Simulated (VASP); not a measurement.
A run of VASP 6.6.1 is set up as follows.

The input INCAR:

```
PREC = Accurate ; ENCUT = 500
EDIFF = 1E-6 ; ISMEAR = 0
SIGMA = 0.2 ; LREAL = False
LASPH = True ; NELM = 200
ALGO = Normal ; ISIF = 2
LWAVE = False ; LCHARG = True
GGA = PE ; LELF = True
LVHAR = True ; NBANDS = 39
GGA_COMPAT = False ; LMAXMIX = 6
```

File KPOINTS:

```
Automatic mesh
0
Gamma
  3 3 4
```

File POSCAR:

```
Dy2Ti
1.0
    7.3470467723      0.0000000000      0.0000000000
    0.0000000000      7.3470467723      0.0000000000
    0.0000000000      0.0000000000      3.3242441243
Dy Ti
4 2
Direct
    0.7649957613      0.7649957613      0.5000000000
    0.2350042387      0.2350042387      0.5000000000
    0.7350042387      0.2649957613      0.0000000000
    0.2649957613      0.7350042387      0.0000000000
    0.0000000000      0.0000000000      0.0000000000
    0.5000000000      0.5000000000      0.5000000000
```

Potentials or basis: VASP PAW PBE potentials, release 64 (Dy_3, Ti_sv), 4f in core.

Run with:

```console
$ cat potpaw_PBE.64/Dy_3/POTCAR potpaw_PBE.64/Ti_sv/POTCAR > POTCAR
$ mpirun -np 1 vasp_std > vasp.out
```

(1) Predict the pressure.

(2) Predict the band gap on the k mesh.

(3) Predict the largest force.

Answers

(1) 0.3 GPa.

(2) zero (bands 30 and 31 overlap by 0.19 eV).

(3) 0.013 eV/Å.

Caveat: the k points lie up to 0.47 Å⁻¹ apart; spin-orbit coupling is left out, which moves the levels of the heavy elements; the 4f electrons are frozen in the core, so they carry no moment and show no levels.
